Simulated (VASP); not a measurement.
Ti, 3 atoms in the cell. Symmetry: P6/mmm, No. 191, hexagonal system. Conventional cell: a = 4.900 Å, b = 4.900 Å, c = 3.172 Å, α = 90.00°, β = 90.00°, γ = 120.00°. Within 4.2 Å of Ti (site symmetry 6/mmm) lie 14 Ti at 3.17 to 3.24 Å. Ti (site symmetry -6m2) has 11 Ti at 2.83 to 3.24 Å within 3.7 Å. This isn't the form of Ti at room conditions, which is hcp.

| Property | Result |
| --- | --- |
| Program | VASP 6.6.1 |
| Task | single point |
| Functional | PBE |
| Potentials or basis | VASP PAW PBE potentials, release 64 (Ti_sv) |
| Cutoff | 520 eV |
| k mesh | 12 × 12 × 14 |
| Occupations | gaussian, width 0.15 eV |
| Spin | no spin polarisation |
| Dipole correction | no |
| Further INCAR settings | ALGO = Fast; EDIFF = 1e-06; NBANDS = 25 |

Potentials or basis: VASP PAW PBE potentials, release 64 (Ti_sv).

Run with:

```console
$ cat potpaw_PBE.64/Ti_sv/POTCAR > POTCAR
$ mpirun -np 1 vasp_std > vasp.out
```

Hardware: 1 thread of AMD EPYC 9R45 96-Core Processor (Zen 5), with other jobs on the host.

Estimate the wall time of this run.

It took 7 min on 1 thread of AMD EPYC 9R45 96-Core Processor (Zen 5), with other jobs on the host, peak memory 0.28 GiB. Counts: scf iterations 41, k points 152.
